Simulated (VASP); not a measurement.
# Al (a cell with a defect) in VASP: further runs, part 2 of 2

VASP 6.6.1. Earlier steps stand in the parts before.

## 3. Single point, PBE

INCAR

```
SYSTEM = Al
PREC     = Accurate       ! precision mode
ENCUT    = 520            ! plane-wave cutoff, eV
EDIFF    = 1E-7           ! SCF threshold, eV
ISMEAR   = 0              ! smearing method
SIGMA    = 0.05           ! smearing width, eV
LREAL    = Auto         
LASPH    = .TRUE.         ! aspherical terms in the spheres
NELM     = 60             ! most SCF steps
ALGO     = Normal         ! electronic algorithm
ISIF     = 2              ! what is computed and relaxed
LWAVE    = .FALSE.        ! write WAVECAR
LCHARG   = .TRUE.         ! write CHGCAR
GGA      = PE             ! functional
LELF     = .TRUE.         ! ELF
LVHAR    = .TRUE.       
NBANDS   = 68             ! bands
```

KPOINTS

```
regular mesh
0
G
  3 3 3
  0 0 0
```

POSCAR

```
Al
1.0
    8.1000000000      0.0000000000      0.0000000000
    0.0000000000      8.1000000000      0.0000000000
    0.0000000000      0.0000000000      8.1000000000
Al
31
Direct
    0.4969703704      0.0058644444      0.0007713580
    0.7445990123      0.2530620988      0.0007646914
    0.7513961728     -0.0013914815      0.2519719753
    0.0006788889      0.0002035802      0.0007487654
    0.3431009877      0.3421586420      0.0005702469
    0.7493667901      0.7488140741      0.0007472840
    0.2492337037      0.0042534568      0.2459272840
    0.5078939506      0.2451260494      0.2683477778
    0.7475559259      0.5008722222      0.2466811111
    0.5006160494     -0.0078406173      0.5007749383
    0.7599798765      0.2489614815      0.5007760494
    0.7513582716     -0.0013396296      0.7495320988
    0.0062923457      0.4965775309      0.0007285185
    0.2534072840      0.7443590123      0.0007209877
    0.0046627160      0.2488056790      0.2458191358
    0.2456966667      0.5072475309      0.2677660494
    0.5012816049      0.7471187654      0.2465664198
    0.0002649383     -0.0002041975      0.5007472840
    0.2482846914      0.2479300000      0.5007253086
    0.5028732099      0.5025681481      0.5007248148
    0.7500692593      0.7496609877      0.5007408642
    0.2492330864      0.0042385185      0.7555138272
    0.5078197531      0.2452076543      0.7332120988
    0.7475751852      0.5008795062      0.7547520988
   -0.0008956790      0.7508764198      0.2520053086
   -0.0071104938      0.5001828395      0.5007020988
    0.2493890123      0.7592107407      0.5006981481
    0.0046829630      0.2488244444      0.7556591358
    0.2456114815      0.5073614815      0.7335498765
    0.5012804938      0.7471227160      0.7549003704
   -0.0009238272      0.7509161728      0.7494333333
```

Potentials or basis: VASP PAW PBE potentials, release 64 (Al).

Command:

```sh
$ cat potpaw_PBE.64/Al/POTCAR > POTCAR
$ mpirun -np 1 vasp_std > vasp.out
```

OUTCAR:

```text
SYSTEM = Al
   PREC = Accurate
   ENCUT = 520
   EDIFF = 1E-7
   ISMEAR = 0
   LREAL = Auto
   LASPH = .TRUE.
   NELM = 60
   ISIF = 2
   GGA = PE

 ion  position               nearest neighbor table
   1  0.497  0.006  0.001-   7 2.82  22 2.82   2 2.83  17 2.89  30 2.89  14 2.89  12 2.90   3 2.90
                             8 2.91  23 2.91   6 2.92   5 3.00
   2  0.745  0.253  0.001-   9 2.83  24 2.83   1 2.83   8 2.89  15 2.89  23 2.89  28 2.89  13 2.90
                            12 2.90   3 2.90   4 2.92   5 3.33
   3  0.751  0.999  0.252-   8 2.81  25 2.84  18 2.85  21 2.85  11 2.86  10 2.86   4 2.87   6 2.87
                            17 2.87  15 2.88   1 2.90   2 2.90
   4  0.001  0.000  0.001-  15 2.83  28 2.83   7 2.83  22 2.83   3 2.87  12 2.87  25 2.87  31 2.87
                             6 2.88  14 2.91   2 2.92
   5  0.343  0.342  0.001-  23 2.66  29 2.66  16 2.66   8 2.67   1 3.00  13 3.00   2 3.33  14 3.34
[... 39 lines left out ...]
  25  0.999  0.751  0.252-  16 2.81   3 2.84  18 2.85  21 2.85  27 2.86  26 2.86   4 2.87   6 2.87
                             9 2.87   7 2.88  14 2.90  13 2.90
  26  0.993  0.500  0.501-  11 2.77  29 2.78  16 2.79  21 2.82   9 2.86  24 2.86  25 2.86  31 2.86
                            15 2.90  28 2.90  19 2.91  27 2.95
  27  0.249  0.759  0.501-  10 2.78  29 2.78  16 2.78  18 2.81  25 2.86  31 2.86   7 2.86  22 2.86
                            17 2.90  30 2.90  20 2.92  26 2.95
  28  0.005  0.249  0.756-  22 2.80  13 2.82   4 2.83  19 2.86  11 2.86  29 2.87  12 2.88  18 2.89
                             2 2.89  26 2.90  24 2.92
  29  0.246  0.507  0.734-   5 2.66  27 2.78  26 2.78  31 2.81  20 2.81  19 2.82  30 2.84  28 2.87
                            14 2.89  13 2.91  23 3.00
  30  0.501  0.747  0.755-  24 2.82  14 2.83   6 2.83  29 2.84  20 2.86  10 2.86  12 2.87  21 2.88
                             1 2.89  27 2.90  22 2.92
  31  0.999  0.751  0.749-  29 2.81  12 2.84  18 2.85  21 2.85  27 2.86  26 2.86   4 2.87   6 2.87
                            24 2.87  22 2.88  14 2.90  13 2.90

  LATTYP: Found a simple cubic cell.
 ALAT       =     8.1000000000

  Lattice vectors:

 A1 = (   8.1000000000,   0.0000000000,   0.0000000000)
 A2 = (   0.0000000000,   8.1000000000,   0.0000000000)
 A3 = (   0.0000000000,   0.0000000000,   8.1000000000)

Analysis of symmetry for initial positions (statically):
=====================================================================
 Subroutine PRICEL returns:
[... 203 lines left out ...]
  energy-cutoff  :      520.00
  volume of cell :      531.44
 maximum number of plane-waves:     14358
   NGX = 31   NGY = 31   NGZ = 31

 number of electron      93.0000000 magnetization

 Free energy of the ion-electron system (eV)
  ---------------------------------------------------
  ext. energy  EPLUGINS =         0.00000000
  ---------------------------------------------------
  free energy    TOTEN  =      -115.37945671 eV

  energy without entropy =     -115.36535807  energy(sigma->0) =     -115.37240739

 E-fermi :   7.4658     XC(G=0): -10.0328

 val. band max:        7.4478722749   @ k =   0.3333  -0.3333   0.3333
 cond. band min:       7.4915904559   @ k =  -0.3333  -0.3333   0.3333
 fundamental gap:      0.0437181810
 Fermi energy:         7.4658205252

 k-point     1 :       0.0000    0.0000    0.0000
  band No.  band energies     occupation
      1      -3.3633      2.00000
      2      -1.2689      2.00000
      3      -1.2347      2.00000
      4      -1.1653      2.00000
      5      -1.1595      2.00000
      6      -0.9939      2.00000
[... 843 lines left out ...]
     57       9.2593      0.00000
     58       9.4575      0.00000
 [bands above 58 left out]

------------------------ aborting loop because EDIFF is reached ----------------------------------------

  FORCE on cell =-STRESS in cart. coord.  units (eV):
  Direction    XX          YY          ZZ          XY          YZ          ZX
  --------------------------------------------------------------------------------------
  -------------------------------------------------------------------------------------
  Total       -3.5168751     -3.5143709      0.0557082      0.3433331      0.0010712     -0.0077329
  in kB      -10.6026024    -10.5950526      0.1679480      1.0350737      0.0032293     -0.0233130
  external PRESSURE =      -7.0099023 kB  Pullay stress =       0.0000000 kB

 VOLUME and BASIS-vectors are now :
 -----------------------------------------------------------------------------
  energy-cutoff  :      520.00
  volume of cell :      531.44
      direct lattice vectors                 reciprocal lattice vectors
     8.100000000  0.000000000  0.000000000     0.123456790  0.000000000  0.000000000
     0.000000000  8.100000000  0.000000000     0.000000000  0.123456790  0.000000000
     0.000000000  0.000000000  8.100000000     0.000000000  0.000000000  0.123456790

 POSITION                                       TOTAL-FORCE (eV/Angst)
 -----------------------------------------------------------------------------------
      4.02546      0.04750      0.00625         0.014741      0.000814     -0.000825
      6.03125      2.04980      0.00619         0.019963      0.001481     -0.000964
      6.08631      8.08873      2.04097         0.010224      0.005091      0.005091
      0.00550      0.00165      0.00606         0.010954      0.009688      0.003673
      2.77912      2.77149      0.00462        -0.358117     -0.357604      0.005760
      6.06987      6.06539      0.00605        -0.001029     -0.000829      0.002427
[... 23 lines left out ...]
      4.06037      6.05169      6.11469         0.006706      0.014827     -0.004069
      8.09252      6.08242      6.07041         0.003980      0.012112     -0.004633
 -----------------------------------------------------------------------------------
    total drift:                               -0.004399     -0.017132      0.017529

  FREE ENERGIE OF THE ION-ELECTRON SYSTEM (eV)
  ---------------------------------------------------
  free  energy   TOTEN  =      -115.3794567050 eV

  energy  without entropy=     -115.3653580694  energy(sigma->0) =     -115.37240739
```

stdout:

```text
POSCAR found type information on POSCAR Al
 POSCAR found :  1 types and      31 ions
 scaLAPACK will be used
 LDA part: xc-table for (Slater+PW92), standard interpolation
 POSCAR, INCAR and KPOINTS ok, starting setup
 FFT: planning ... GRIDC
 FFT: planning ... GRID_SOFT
 FFT: planning ... GRID
 WAVECAR not read
 entering main loop
```

Run time: 18 min. Hardware: 1 thread of Oxide Virtual Turin-like, shared host; peak memory 0.59 GiB.

What came out:

- Free energy: -115.3795 eV
- Pressure: -0.7 GPa
- Largest force: 0.506 eV/Å

Forces on the atoms (eV/Å):
```
Al   0.015  0.001 -0.001
Al   0.020  0.001 -0.001
Al   0.010  0.005  0.005
Al   0.011  0.010  0.004
Al  -0.358 -0.358  0.006
Al  -0.001 -0.001  0.002
Al   0.009  0.019 -0.005
Al   0.013  0.034 -0.032
Al   0.014  0.007  0.001
Al   0.004  0.025  0.000
Al   0.015  0.005 -0.001
Al   0.012  0.004 -0.002
Al   0.001  0.014 -0.001
Al   0.002  0.020 -0.001
Al   0.018  0.009 -0.004
Al   0.032  0.017 -0.018
Al   0.008  0.014  0.002
Al   0.011  0.005  0.005
Al   0.007  0.007  0.002
Al   0.018  0.018 -0.001
Al   0.008  0.002  0.005
Al   0.009  0.020  0.003
Al   0.017  0.031  0.021
Al   0.014  0.006 -0.003
Al   0.006  0.010  0.005
Al   0.022  0.005  0.002
Al   0.005  0.018  0.000
Al   0.018  0.010  0.002
Al   0.031  0.015  0.017
Al   0.007  0.015 -0.004
Al   0.004  0.012 -0.005
```
